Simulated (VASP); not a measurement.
Input of a VASP 6.6.1 run:

Contents of INCAR:

```
SYSTEM = W
PREC = Accurate
ENCUT = 520
EDIFF = 1E-7
ISMEAR = -1
SIGMA = 0.1
LREAL = .FALSE.
LASPH = .TRUE.
NELM = 150
ALGO = Normal
ISIF = 2
LWAVE = .FALSE.
LCHARG = .TRUE.
ISPIN = 2
MAGMOM = 0.2
LORBIT = 11
LMAXMIX = 4
GGA = PE
LELF = .TRUE.
LVHAR = .TRUE.
NBANDS = 17
```

The input KPOINTS:

```
Automatic mesh
0
G
  19 19 19
  0 0 0
```

POSCAR

```
W
1.0
   -1.5917664559      1.5917664559      1.5917664559
    1.5917664559     -1.5917664559      1.5917664559
    1.5917664559      1.5917664559     -1.5917664559
W
1
Direct
    0.0000000000      0.0000000000      0.0000000000
```

Potentials or basis: VASP PAW PBE potentials, release 64 (W_sv).

Launch:

```bash
$ cat potpaw_PBE.64/W_sv/POTCAR > POTCAR
$ mpirun -np 1 vasp_std > vasp.out
```

Task: Estimate the pressure.

Result: 0.5 GPa.

Task: Estimate the band gap on the k mesh.

Result: Zero (filled and empty bands overlap).

Task: Predict the net moment.

Result: 0.00 μB per cell.

Caveat: spin-orbit coupling is left out, which moves the levels of the heavy elements.
